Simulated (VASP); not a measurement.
# Ge (Fd-3m) in VASP: vibrations by perturbation theory with LDA

Aim: the vibrations by perturbation theory of Ge with LDA.

All numbers are computed with VASP 6.6.1; they aren't measurements. Logs are shortened: lines on timing, memory, paths and dates and some standing lists are left out, and cuts for length are marked.

## (1) The cell of the first run

The structure is cubic, space group Fd-3m (No. 227). The conventional cell has a = 5.623 Å, b = 5.623 Å, c = 5.623 Å, α = 90.00°, β = 90.00°, γ = 90.00°. Ge (site symmetry -43m) has 4 Ge at 2.43 Å within 3.2 Å.

## (2) Vibrations by perturbation theory, LDA

Contents of INCAR:

```
SYSTEM = Ge
PREC     = Accurate       ! precision mode
ENCUT    = 500            ! plane-wave cutoff, eV
EDIFF    = 1E-8           ! SCF threshold, eV
ISMEAR   = -1             ! smearing method
SIGMA    = 0.15           ! smearing width, eV
LREAL    = .False.        ! projectors in reciprocal space
LASPH    = .True.         ! aspherical terms in the spheres
NELM     = 120            ! most SCF steps
ALGO     = Normal         ! electronic algorithm
ISIF     = 2              ! what is computed and relaxed
LWAVE    = .False.        ! write WAVECAR
LCHARG   = .False.        ! write CHGCAR
GGA      = CA             ! functional
NBANDS   = 21             ! bands
IBRION   = 8              ! ionic algorithm
NSW      = 1              ! ionic steps
GGA_COMPAT= .False.
```

Contents of KPOINTS:

```
regular mesh
0
Gamma
  12 12 12
  0 0 0
```

Contents of POSCAR:

```
Ge
1.0
    0.0000000000      2.8116701408      2.8116701408
    2.8116701408      0.0000000000      2.8116701408
    2.8116701408      2.8116701408      0.0000000000
Ge
2
Direct
    0.5000000000      0.5000000000      0.5000000000
    0.7500000000      0.7500000000      0.7500000000
```

Potentials or basis: VASP PAW LDA potentials, release 64 (Ge_d).

The run is started by

```console
cat potpaw_LDA.64/Ge_d/POTCAR > POTCAR
mpirun -np 1 vasp_std > vasp.out
```

OUTCAR:

```text
SYSTEM = Ge
   PREC = Accurate
   ENCUT = 500
   EDIFF = 1E-8
   ISMEAR = -1
   LREAL = .False.
   LASPH = .True.
   NELM = 120
   ISIF = 2
   GGA = CA
   IBRION = 8
   NSW = 1

 ion  position               nearest neighbor table
   1  0.500  0.500  0.500-   2 2.43   2 2.43   2 2.43   2 2.43
   2  0.750  0.750  0.750-   1 2.43   1 2.43   1 2.43   1 2.43

  LATTYP: Found a face centered cubic cell.
 ALAT       =     5.6233402816

  Lattice vectors:

 A1 = (   0.0000000000,   2.8116701408,   2.8116701408)
 A2 = (   2.8116701408,   0.0000000000,   2.8116701408)
 A3 = (   2.8116701408,   2.8116701408,   0.0000000000)

Analysis of symmetry for initial positions (statically):
=====================================================================
 Subroutine PRICEL returns:
 Original cell was already a primitive cell.

 Routine SETGRP: Setting up the symmetry group for a
 face centered cubic supercell.

 Subroutine GETGRP returns: Found 48 space group operations
 (whereof 24 operations were pure point group operations)
 out of a pool of 48 trial point group operations.

The static configuration has the point symmetry T_d .
 The point group associated with its full space group is O_h .

Analysis of symmetry for dynamics (positions and initial velocities):
=====================================================================
 Subroutine PRICEL returns:
 Original cell was already a primitive cell.

 Routine SETGRP: Setting up the symmetry group for a
 face centered cubic supercell.

 Subroutine GETGRP returns: Found 48 space group operations
 (whereof 24 operations were pure point group operations)
 out of a pool of 48 trial point group operations.

The dynamic configuration has the point symmetry T_d .
 The point group associated with its full space group is O_h .

 Subroutine INISYM returns: Found 48 space group operations
[... 736 lines left out ...]
  --------------------------------------------------------------------------------------
  -------------------------------------------------------------------------------------
  Total        0.0213228      0.0213228      0.0213228     -0.0000000      0.0000000      0.0000000
  in kB        0.7684770      0.7684770      0.7684770     -0.0000000      0.0000000      0.0000000
  external PRESSURE =       0.7684770 kB  Pullay stress =       0.0000000 kB

 VOLUME and BASIS-vectors are now :
 -----------------------------------------------------------------------------
  energy-cutoff  :      500.00
  volume of cell :       44.46
      direct lattice vectors                 reciprocal lattice vectors
     0.000000000  2.811670141  2.811670141    -0.177830249  0.177830249  0.177830249
     2.811670141  0.000000000  2.811670141     0.177830249 -0.177830249  0.177830249
     2.811670141  2.811670141  0.000000000     0.177830249  0.177830249 -0.177830249

 POSITION                                       TOTAL-FORCE (eV/Angst)
 -----------------------------------------------------------------------------------
      2.81167      2.81167      2.81167         0.000000      0.000000     -0.000000
      4.21751      4.21751      4.21751        -0.000000     -0.000000      0.000000
 -----------------------------------------------------------------------------------
    total drift:                                0.000000     -0.000000     -0.000000

  FREE ENERGIE OF THE ION-ELECTRON SYSTEM (eV)
  ---------------------------------------------------
  free  energy   TOTEN  =       -10.3938709426 eV

  energy  without entropy=      -10.3857319974  energy(sigma->0) =      -10.38980147

[... ionic steps 2 to 3 ...]

--------------------------------------- Ionic step        4  -------------------------------------------

 Free energy of the ion-electron system (eV)
  ---------------------------------------------------
  ---------------------------------------------------
  free energy    TOTEN  =        -0.19563184 eV

  energy without entropy =       -0.19563184

------------------------ aborting loop because EDIFF is reached ----------------------------------------

 INTERNAL STRAIN TENSOR  FOR ION    1  DIRECTION 1   (eV/Angst):
 -----------------------------------------------------------------------------
    -0.00835  0.00000  0.00000
     0.00000  0.00520  8.48397
     0.00000  8.48397  0.00520

 INTERNAL STRAIN TENSOR FOR ION    2 for displacements in x,y,z  (eV/Angst):
          X           Y           Z          XY          YZ          ZX
  --------------------------------------------------------------------------------
  x     0.00000     0.00000     0.00000     0.00000    -8.48397     0.00000
  y     0.00000     0.00000     0.00000     0.00000     0.00000    -8.48397
  z     0.00000     0.00000     0.00000    -8.48397     0.00000     0.00000

 SECOND DERIVATIVES (NOT SYMMETRIZED)
 ------------------------------------
               1X          1Y          1Z          2X          2Y          2Z
  1X   -11.125115    0.000000    0.000000   11.125115    0.000000    0.000000
  1Y     0.000000  -11.125115    0.000000    0.000000   11.125115    0.000000
  1Z     0.000000    0.000000  -11.125115    0.000000    0.000000   11.125115
  2X    11.125115    0.000000    0.000000  -11.125115    0.000000    0.000000
  2Y     0.000000   11.125115    0.000000    0.000000  -11.125115    0.000000
  2Z     0.000000    0.000000   11.125115    0.000000    0.000000  -11.125115

 Eigenvectors and eigenvalues of the dynamical matrix
 ----------------------------------------------------

   1 f  =    8.654057 THz    54.375044 2PiTHz  288.668272 cm-1    35.790288 meV
             X         Y         Z           dx          dy          dz
      2.811670  2.811670  2.811670     0.000000   -0.707107    0.000000
      4.217505  4.217505  4.217505     0.000000    0.707107    0.000000
[... 21 lines left out ...]
   6 f  =    0.000000 THz     0.000000 2PiTHz    0.000000 cm-1     0.000000 meV
             X         Y         Z           dx          dy          dz
      2.811670  2.811670  2.811670     0.000000    0.000000    0.707107
      4.217505  4.217505  4.217505     0.000000    0.000000    0.707107

--------------------------------------------------------------------------------------------------------

 ELASTIC MODULI CONTR FROM IONIC RELAXATION (kBar)
 Direction    XX          YY          ZZ          XY          YZ          ZX
 --------------------------------------------------------------------------------
 XX          -0.0000      0.0000      0.0000      0.0000      0.0000      0.0000
 YY           0.0000     -0.0000      0.0000      0.0000      0.0000      0.0000
 ZZ           0.0000      0.0000     -0.0000      0.0000      0.0000      0.0000
 XY           0.0000      0.0000      0.0000   -233.1745      0.0000      0.0000
 YZ           0.0000      0.0000      0.0000      0.0000   -233.1745      0.0000
 ZX           0.0000      0.0000      0.0000      0.0000      0.0000   -233.1745
 --------------------------------------------------------------------------------
```

Run time: 11 min. Hardware: 1 thread of Intel Xeon 8259CL, shared host; peak memory 0.53 GiB.

What came out:

```yaml
Highest_phonon_frequency_at_Γ: 289 cm⁻¹
```

Phonon frequencies in cm⁻¹ (negative: imaginary):
```csv
q point,frequencies
"(0.000, 0.000, 0.000)",0 0 0 289 289 289
```
